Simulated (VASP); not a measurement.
Ta, 1 atom in the cell. It takes space group Im-3m (No. 229, cubic). Conventional cell: a = 2.397 Å, b = 2.397 Å, c = 2.397 Å, α = 90.00°, β = 90.00°, γ = 90.00°. Ta (site symmetry m-3m) has 14 Ta at 2.08 to 2.40 Å within 2.7 Å.  This cell differs from its parent crystal: volume scaled by 0.4.

```yaml
Program: VASP 6.6.1
Task: density of states
Functional: LDA
Potentials_or_basis: VASP PAW LDA potentials, release 64 (Ta_pv)
Cutoff: 520 eV
k_mesh: 16 × 16 × 16
Occupations: fermi-dirac, width 0.05 eV
Spin: no spin polarisation
Dipole_correction: no
k_mesh_for_the_DOS: 24 × 24 × 24
Occupations_for_the_DOS: tetrahedron
Further_INCAR_settings: ALGO = Normal; EDIFF = 1e-06; NBANDS = 12
```

Potentials or basis: VASP PAW LDA potentials, release 64 (Ta_pv).

Command:

```bash
$ cat potpaw_LDA.64/Ta_pv/POTCAR > POTCAR
$ cp INCAR.step1 INCAR
$ cp KPOINTS.step1 KPOINTS
$ mpirun -np 1 vasp_std > vasp.out
$ cp INCAR.step2 INCAR
$ cp KPOINTS.step2 KPOINTS
$ mpirun -np 1 vasp_std > vasp.out
```

Hardware: 1 thread of Intel(R) Xeon(R) 6975P-C (Granite Rapids), on a shared host.

Q: Estimate the wall time of this run.

A: It took 12 s on 1 thread of Intel(R) Xeon(R) 6975P-C (Granite Rapids), with other jobs on the host, peak memory 0.17 GiB. Counts: k points 413.
